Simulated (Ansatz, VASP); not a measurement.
**BaTiO3 in VASP and in Ansatz**

```xyz
5
Lattice="2.8649 1.6540 2.3482 -2.8649 1.6540 2.3482 0.0000 -3.3081 2.3482" Properties=species:S:1:pos:R:3 pbc="T T T"
Ba    0.0000    0.0000    0.0000
Ti    0.0000    0.0000    3.6210
O     0.0000   -1.6206    4.6136
O    -1.4035    0.8103    4.6136
O     1.4035    0.8103    4.6136
```

Change from the starting cell: volume scaled by 1.04.

Alike in both runs: task single point; functional LDA; k mesh 9 × 9 × 9; occupations fermi-dirac, width 0.05 eV; no spin polarisation.

|  | VASP | Ansatz |
| --- | --- | --- |
| version | VASP 6.6.1 | Ansatz 0.2.0 |
| potentials or method | VASP PAW LDA potentials, release 64 (Ba_sv, Ti_sv, O), cutoff 520 eV | all-electron LAPW, scalar-relativistic |

```tsv
	VASP	Ansatz	Ansatz less VASP
gap on the k mesh at the Fermi level (eV)	2.21	2.25	+0.047
pressure (GPa)	-10.0	-11.7	-1.75
traceless stress, the component that is largest in VASP (GPa)	0.10	0.16	+0.057
rms of the force components (eV/Å)	0.140	0.174	+0.0341
```

LDA's correlation is that of Perdew and Zunger in VASP and of Perdew and Wang (1992) in Ansatz. Atom by atom the forces differ by 0.034 eV/Å (rms over components). Ansatz ran all-electron here, and VASP with PAW potentials.

Spin-orbit coupling is off throughout.
